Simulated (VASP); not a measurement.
Write the native input for VASP 6.6.1 that does the following.

```
Task                   : single point
Functional             : PBE
Potentials or basis    : VASP PAW PBE potentials, release 64 (Bi_d, Br)
Cutoff                 : 520 eV
k mesh                 : 1 × 1 × 1
Occupations            : gaussian, width 0.01 eV
Spin                   : non-collinear spin, zero start, spin-orbit coupling
Starting moments       : [[0.0, 0.0, 0.0], [0.0, 0.0, 0.0], [0.0, 0.0, 0.0], [0.0, 0.0, 0.0]] μB
Dipole correction      : no
Further INCAR settings : ALGO = Normal; EDIFF = 1e-07; NBANDS = 50
```

The structure of BiBr3 lies in POSCAR:

```
BiBr3
1.0
   12.5400000000      0.0000000000      0.0000000000
    0.0000000000     13.0900000000      0.0000000000
    0.0000000000      0.0000000000     10.1900000000
Bi Br
1 3
Direct
    0.4529202600      0.4998579100      0.5583012800
    0.6410542300      0.4998594300      0.4416094200
    0.3588516700      0.6559404100      0.4416094200
    0.3588540700      0.3437738700      0.4416094200
```

One way to write it, as run:

INCAR

```
SYSTEM = BiBr3
PREC = Accurate
ENCUT = 520
EDIFF = 1E-7
ISMEAR = 0
SIGMA = 0.01
LREAL = .False.
LASPH = .True.
NELM = 150
ALGO = Normal
ISIF = 2
LWAVE = .False.
LCHARG = .True.
MAGMOM = 0 0 0 0 0 0 0 0 0 0 0 0
LORBIT = 11
LSORBIT = .True.
GGA_COMPAT = .False.
LORBMOM = .True.
GGA = PE
LVHAR = .True.
NBANDS = 50
```

KPOINTS

```
regular mesh
0
Gamma
  1 1 1
  0 0 0
```

Potentials or basis: VASP PAW PBE potentials, release 64 (Bi_d, Br).

Launch:

```bash
$ cat potpaw_PBE.64/Bi_d/POTCAR potpaw_PBE.64/Br/POTCAR > POTCAR
$ mpirun -np 1 vasp_ncl > vasp.out
```

It gave:

```json
{"Largest force": "0.216 eV/Å", "Net moment": "0.00 μB per cell", "Valence electrons inside the program's atomic spheres": "Bi 12.64; Br 4.82"}
```

Wall time 19 min on 1 thread of Oxide Virtual Turin-like Processor, on a shared host, peak memory 3.9 GiB.
